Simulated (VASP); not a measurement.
# Ru (P6_3/mmc) in VASP: a series of runs

Runs on Ru. Level: PBEsol. Tasks: single point.

Program: VASP 6.6.1. These are calculated values, not measurements. Logs are shortened: lines on timing, memory, paths and dates and some standing lists are left out, and cuts for length are marked.

### 1 The cell of the first run

Symmetry: P6_3/mmc, No. 194, hexagonal system. Conventional cell: a = 2.727 Å, b = 2.727 Å, c = 4.457 Å, α = 90.00°, β = 90.00°, γ = 120.00°. Ru (site symmetry -6m2) has 12 Ru at 2.73 Å within 3.6 Å.

### 2 Single point, PBEsol

INCAR reads:

```
PREC = Accurate ; ENCUT = 520
EDIFF = 1E-7 ; ISMEAR = 0
SIGMA = 0.15 ; LREAL = False
LASPH = True ; NELM = 100
ALGO = Fast ; ISIF = 2
LWAVE = False ; LCHARG = False
GGA = PS ; NBANDS = 21
```

KPOINTS reads:

```
Automatic mesh
0
Gamma
  18 18 10
```

POSCAR reads:

```
Ru
1.0
    2.7273000000      0.0000000000      0.0000000000
   -1.3636500000      2.3619110838      0.0000000000
    0.0000000000      0.0000000000      4.4565000000
Ru
2
Direct
    0.3333333333      0.6666666667      0.2500000000
    0.6666666667      0.3333333333      0.7500000000
```

Potentials or basis: VASP PAW PBE potentials, release 64 (Ru_pv).

Run with:

```sh
$ cat potpaw_PBE.64/Ru_pv/POTCAR > POTCAR
$ mpirun -np 1 vasp_std > vasp.out
```

OUTCAR:

```text
PREC = Accurate
   ENCUT = 520
   EDIFF = 1E-7
   ISMEAR = 0
   LREAL = False
   LASPH = True
   NELM = 100
   ISIF = 2
   GGA = PS

 ion  position               nearest neighbor table
   1  0.333  0.667  0.250-   2 2.73   2 2.73   2 2.73   2 2.73   2 2.73   2 2.73
   2  0.667  0.333  0.750-   1 2.73   1 2.73   1 2.73   1 2.73   1 2.73   1 2.73

  LATTYP: Found a hexagonal cell.
 ALAT       =     2.7273000000
 C/A-ratio  =     1.6340336597

  Lattice vectors:

 A1 = (   2.7273000000,   0.0000000000,   0.0000000000)
 A2 = (  -1.3636500000,   2.3619110838,   0.0000000000)
 A3 = (   0.0000000000,   0.0000000000,   4.4565000000)

Analysis of symmetry for initial positions (statically):
=====================================================================
 Subroutine PRICEL returns:
 Original cell was already a primitive cell.

 Routine SETGRP: Setting up the symmetry group for a
 hexagonal supercell.

 Subroutine GETGRP returns: Found 24 space group operations
 (whereof 12 operations were pure point group operations)
 out of a pool of 24 trial point group operations.

The static configuration has the point symmetry D_3d.
 The point group associated with its full space group is D_6h.

Analysis of symmetry for dynamics (positions and initial velocities):
=====================================================================
 Subroutine PRICEL returns:
 Original cell was already a primitive cell.

 Routine SETGRP: Setting up the symmetry group for a
 hexagonal supercell.

 Subroutine GETGRP returns: Found 24 space group operations
 (whereof 12 operations were pure point group operations)
 out of a pool of 24 trial point group operations.

The dynamic configuration has the point symmetry D_3d.
 The point group associated with its full space group is D_6h.

 Subroutine INISYM returns: Found 24 space group operations
 (whereof 12 operations are pure point group operations),
 and found     1 'primitive' translations

----------------------------------------------------------------------------------------

                                     Primitive cell

  volume of cell :      28.7072

  direct lattice vectors                    reciprocal lattice vectors
     2.727300000  0.000000000  0.000000000     0.366663000  0.211692982  0.000000000
    -1.363650000  2.361911084  0.000000000     0.000000000  0.423385964  0.000000000
     0.000000000  0.000000000  4.456500000     0.000000000  0.000000000  0.224391338

  length of vectors
     2.727300000  2.727300000  4.456500000     0.423385964  0.423385964  0.224391338

  position of ions in fractional coordinates (direct lattice)
     0.333333333  0.666666667  0.250000000
     0.666666667  0.333333333  0.750000000

  ion indices of the primitive-cell ions
   primitive index   ion index
                 1           1
                 2           2

----------------------------------------------------------------------------------------

 KPOINTS: Automatic mesh

Automatic generation of k-mesh.
 Grid dimensions read from file:
 generate k-points for:   18   18   10

 Generating k-lattice:

  Cartesian coordinates                     Fractional coordinates (reciprocal lattice)
     0.020370167  0.011760721  0.000000000     0.055555556  0.000000000  0.000000000
     0.000000000  0.023521442  0.000000000     0.000000000  0.055555556  0.000000000
     0.000000000  0.000000000  0.022439134     0.000000000  0.000000000  0.100000000

  Length of vectors
     0.023521442  0.023521442  0.022439134

  Shift w.r.t. Gamma in fractional coordinates (k-lattice)
     0.000000000  0.000000000  0.000000000

 Subroutine IBZKPT returns following result:
 ===========================================

 Found    222 irreducible k-points:

 Following reciprocal coordinates:
            Coordinates               Weight
  0.000000  0.000000  0.000000      1.000000
  0.055556  0.000000  0.000000      6.000000
  0.111111  0.000000  0.000000      6.000000
  0.166667 -0.000000  0.000000      6.000000
  0.222222 -0.000000  0.000000      6.000000
  0.277778 -0.000000  0.000000      6.000000
[... 16 lines left out ...]
  0.333333  0.111111  0.000000     12.000000
  0.388889  0.111111  0.000000     12.000000
 [... further k-points ...]
   k-points           NKPTS =    222   k-points in BZ     NKDIM =    222   number of bands    NBANDS=     21
   number of dos      NEDOS =    301   number of ions     NIONS =      2
   total plane-waves  NPLWV =  14400
   dimension x,y,z NGX =    20 NGY =   20 NGZ =   36
   dimension x,y,z NGXF=    40 NGYF=   40 NGZF=   72
   ions per type =               2
   NGX,Y,Z   is equivalent  to a cutoff of  12.19, 12.19, 13.43 a.u.
   NGXF,Y,Z  is equivalent  to a cutoff of  24.38, 24.38, 26.86 a.u.
 SYSTEM =  unknown system
   PREC   = accura    normal or accurate (medium, high low for compatibility)
   ISTART =      0    job   : 0-new  1-cont  2-samecut
   ICHARG =      2    charge: 1-file 2-atom 10-const
   ISPIN  =      1    spin polarized calculation?
   LNONCOLLINEAR =      F non collinear calculations
   LSORBIT =      F    spin-orbit coupling
   LASPH  =      T    aspherical Exc in radial PAW
   ENCUT  =  520.0 eV  38.22 Ry    6.18 a.u.   5.07  5.07  8.29*2*pi/ulx,y,z
   NELM   =    100;   NELMIN=  2; NELMDL= -5     # of ELM steps
   EDIFF  = 0.1E-06   stopping-criterion for ELM
   LREAL  =      F    real-space projection
   EDIFFG = 0.1E-05   stopping-criterion for IOM
   NSW    =      0    number of steps for IOM
   IBRION =     -1    ionic relax: 0-MD 1-quasi-New 2-CG
   NFREE  =      0    steps in history (QN), initial steepest desc. (CG)
   ISIF   =      2    stress and relaxation
   ISYM   =      2    0-nonsym 1-usesym 2-fastsym
   POTIM  = 0.5000    time-step for ionic-motion
   TEBEG  =    0.0;   TEEND  =   0.0 temperature during run
   PSTRESS=    0.0 pullay stress
   NELECT =      28.0000    total number of electrons
   NUPDOWN=      -1.0000    fix difference up-down
   EMIN   =  10.00;   EMAX   =-10.00  energy-range for DOS
   EFERMI =   0.00;   METHOD = LEGACY
   ISMEAR =     0;   SIGMA  =   0.15  broadening in eV -4-tet -1-fermi 0-gaus
   EFERMI_NEDOS =   21; number of points for ismear=-14 and -15
   IALGO  =     68    algorithm
   IMIX   =      4    mixing-type and parameters
     AMIX     =   0.40;   BMIX     =  1.00
     AMIX_MAG =   1.60;   BMIX_MAG =  1.00
  volume/ion in A,a.u.               =      14.35        96.86
  Fermi-wavevector in a.u.,A,eV,Ry     =   1.623544  3.068053 35.863529  2.635895
  Thomas-Fermi vector in A             =   2.716977
   LORBIT       =      0    0 simple, 1 ext, 2 COOP (PROOUT), +10 PAW based schemes
   GGA     = PS    functional components
   LHFCALC =     F    Hartree Fock is set to
   AEXX    =    0.0000 exact exchange contribution
   IVDW    =     0    specifies the selected vdW correction
   LEPSILON=     F    determine dielectric tensor
   LRPA    =     F    only Hartree local field effects (RPA)
 non-spin polarized calculation
 RMM-DIIS sequential band-by-band and
 Gauss-broadening in eV      SIGMA  =   0.15
  energy-cutoff  :      520.00
  volume of cell :       28.71
 maximum number of plane-waves:       785
   NGX = 11   NGY = 11   NGZ = 17

 number of electron      28.0000002 magnetization

 Free energy of the ion-electron system (eV)
  ---------------------------------------------------
  ext. energy  EPLUGINS =         0.00000000
  ---------------------------------------------------
  free energy    TOTEN  =       -20.17064234 eV

  energy without entropy =      -20.15181264  energy(sigma->0) =      -20.16122749

 E-fermi :  11.7054     XC(G=0): -13.9395

 val. band max:       11.7003972404   @ k =   0.1667  -0.0000   0.4000
 cond. band min:      11.7093940033   @ k =   0.1667   0.1111   0.3000
 fundamental gap:      0.0089967628
 Fermi energy:        11.7054145720

 k-point     1 :       0.0000    0.0000    0.0000
  band No.  band energies     occupation
      1     -31.6493      2.00000
      2     -30.8737      2.00000
      3     -30.8737      2.00000
      4     -30.7611      2.00000
      5     -30.7530      2.00000
      6     -30.7530      2.00000
[... 13 lines left out ...]
     20      22.0632      0.00000
     21      22.0712      0.00000

 k-point     2 :       0.0556    0.0000    0.0000
  band No.  band energies     occupation
      1     -31.6406      2.00000
      2     -30.8945      2.00000
      3     -30.8803      2.00000
      4     -30.7746      2.00000
      5     -30.7643      2.00000
      6     -30.7563      2.00000
[... 13 lines left out ...]
     20      22.0631      0.00000
     21      22.0711      0.00000

 k-point     3 :       0.1111    0.0000    0.0000
  band No.  band energies     occupation
      1     -31.6150      2.00000
      2     -30.9545      2.00000
      3     -30.8991      2.00000
      4     -30.8362      2.00000
      5     -30.7743      2.00000
      6     -30.7660      2.00000
[... 13 lines left out ...]
     20      22.0632      0.00000
     21      22.0705      0.00000

 k-point     4 :       0.1667   -0.0000    0.0000
  band No.  band energies     occupation
      1     -31.5741      2.00000
      2     -31.0464      2.00000
      3     -30.9291      2.00000
      4     -30.9273      2.00000
      5     -30.7912      2.00000
      6     -30.7813      2.00000
[... 13 lines left out ...]
     20      22.0628      0.00000
     21      22.0697      0.00000

 k-point     5 :       0.2222   -0.0000    0.0000
  band No.  band energies     occupation
      1     -31.5207      2.00000
      2     -31.1590      2.00000
      3     -31.0406      2.00000
      4     -30.9610      2.00000
      5     -30.8151      2.00000
      6     -30.8008      2.00000
[... 13 lines left out ...]
     20      22.0627      0.00000
     21      22.0687      0.00000
[... 382 lines left out ...]
     20      22.0662      0.00000
     21      24.5854      0.00000

 k-point    22 :       0.2778    0.1111    0.0000
  band No.  band energies     occupation
      1     -31.3795      2.00000
      2     -31.3730      2.00000
      3     -31.2806      2.00000
      4     -31.0507      2.00000
      5     -30.8935      2.00000
      6     -30.8888      2.00000
[... 13 lines left out ...]
     20      22.7798      0.00000
     21      25.2362      0.00000

 k-point    23 :       0.3333    0.1111    0.0000
  band No.  band energies     occupation
      1     -31.4637      2.00000
      2     -31.3440      2.00000
      3     -31.3100      2.00000
      4     -31.0891      2.00000
      5     -30.9336      2.00000
      6     -30.9098      2.00000
[... 13 lines left out ...]
     20      21.9958      0.00000
     21      24.3005      0.00000

 k-point    24 :       0.3889    0.1111    0.0000
  band No.  band energies     occupation
      1     -31.5184      2.00000
      2     -31.3851      2.00000
      3     -31.2593      2.00000
      4     -31.1138      2.00000
      5     -30.9694      2.00000
      6     -30.9235      2.00000
[... 13 lines left out ...]
     20      22.9056      0.00000
     21      23.6074      0.00000

 [... further k-points ...]
[... 5 lines left out ...]
  --------------------------------------------------------------------------------------
  -------------------------------------------------------------------------------------
  Total       -3.0755087     -3.0755087     -5.5574757      0.0000000     -0.0000000      0.0000000
  in kB     -171.6473779   -171.6473779   -310.1685717      0.0000000     -0.0000000      0.0000000
  external PRESSURE =    -217.8211092 kB  Pullay stress =       0.0000000 kB

 VOLUME and BASIS-vectors are now :
 -----------------------------------------------------------------------------
  energy-cutoff  :      520.00
  volume of cell :       28.71
      direct lattice vectors                 reciprocal lattice vectors
     2.727300000  0.000000000  0.000000000     0.366663000  0.211692982  0.000000000
    -1.363650000  2.361911084  0.000000000     0.000000000  0.423385964  0.000000000
     0.000000000  0.000000000  4.456500000     0.000000000  0.000000000  0.224391338

 POSITION                                       TOTAL-FORCE (eV/Angst)
 -----------------------------------------------------------------------------------
     -0.00000      1.57461      1.11413         0.000000     -0.000000      0.000000
      1.36365      0.78730      3.34238        -0.000000      0.000000      0.000000
 -----------------------------------------------------------------------------------
    total drift:                               -0.000000      0.000000     -0.000000

  FREE ENERGIE OF THE ION-ELECTRON SYSTEM (eV)
  ---------------------------------------------------
  free  energy   TOTEN  =       -20.1706423423 eV

  energy  without entropy=      -20.1518126430  energy(sigma->0) =      -20.16122749
```

It took 83 s on 1 thread of Intel Xeon Platinum 8488C (Sapphire Rapids), shared host; peak memory 0.22 GiB.

What came out:

| Item | Value |
| --- | --- |
| Free energy | -20.1706 eV |
| Pressure | -21.8 GPa |
| Band gap on the k mesh | zero (band 14 reaches 13.20 eV, above the bottom of band 15 at 10.37 eV) |

Stress tensor (GPa, compression positive):
```
-17.16   0.00   0.00
  0.00 -17.16   0.00
  0.00   0.00 -31.02
```

Levels at points of the mesh, in eV from the Fermi level:
```tsv
k point	band 11	band 12	band 13	band 14	band 15	band 16	band 17	band 18
(0.00, 0.00, 0.00)	-2.36	-1.80	-1.80	-1.05	-1.05	0.85	1.11	1.11
(0.50, 0.00, 0.00)	-2.11	-1.61	-1.57	1.49	1.63	1.81	3.84	5.80
(0.00, 0.00, 0.50)	-2.45	-2.45	-2.45	-2.45	0.49	0.49	0.49	0.49
(0.50, 0.00, 0.50)	-0.86	-0.86	0.42	0.42	1.68	1.68	3.18	3.18
```

Caveat: the PAW data sets were made with another functional, which shifts forces and pressure a little.

### 3 Single point, PBEsol

This run uses another cell than the first one, of 14.46 Å³/atom, 1.008 times its volume.

INCAR reads:

```
ALGO = Fast ; EDIFF = 1E-6
ENCUT = 520 ; GGA = PS
ISIF = 2 ; ISMEAR = 0
LASPH = True ; LCHARG = False
LREAL = False ; LWAVE = False
NBANDS = 21 ; NELM = 60
PREC = Accurate ; SIGMA = 0.15
```

KPOINTS reads:

```
k-points
0
Gamma
  18 18 10
```

POSCAR reads:

```
Ru
1.0
    2.8027000000      0.0000000000      0.0000000000
   -1.4013500000      2.4272093992      0.0000000000
    0.0000000000      0.0000000000      4.2523798375
Ru
2
Direct
    0.3333333333      0.6666666667      0.2500000000
    0.6666666667      0.3333333333      0.7500000000
```

Potentials or basis: VASP PAW PBE potentials, release 64 (Ru_pv).

Run with:

```sh
$ cat potpaw_PBE.64/Ru_pv/POTCAR > POTCAR
$ mpirun -np 1 vasp_std > vasp.out
```

It took 74 s on 1 thread of Intel Xeon Platinum 8488C (Sapphire Rapids), shared host; peak memory 0.23 GiB.

Results (log left out):

```
Free energy            : -20.1416 eV
Pressure               : -22.6 GPa
Band gap on the k mesh : zero (band 14 reaches 12.88 eV, above the bottom of band 15 at 9.96 eV)
```

Stress tensor (GPa, compression positive):
```
-26.86   0.00   0.00
  0.00 -26.86   0.00
  0.00   0.00 -13.99
```

Levels at points of the mesh, in eV from the Fermi level:
```
           k point  band 10  band 11  band 12  band 13  band 14  band 15  band 16  band 17  band 18  band 19
(0.00, 0.00, 0.00)    -2.42    -1.86    -1.71    -1.71    -1.57    -1.57     1.07     1.07     1.64    10.05
(0.50, 0.00, 0.00)    -3.03    -1.86    -1.71    -1.20     1.04     1.51     1.89     3.60     5.48    10.54
(0.00, 0.00, 0.50)    -2.68    -2.68    -2.68    -2.34    -2.34     0.52     0.52     0.52     0.52    10.35
(0.50, 0.00, 0.50)    -4.01    -1.12    -1.12     0.35     0.35     1.34     1.34     3.08     3.08     9.68
```

Caveat: the PAW data sets were made with another functional, which shifts forces and pressure a little.
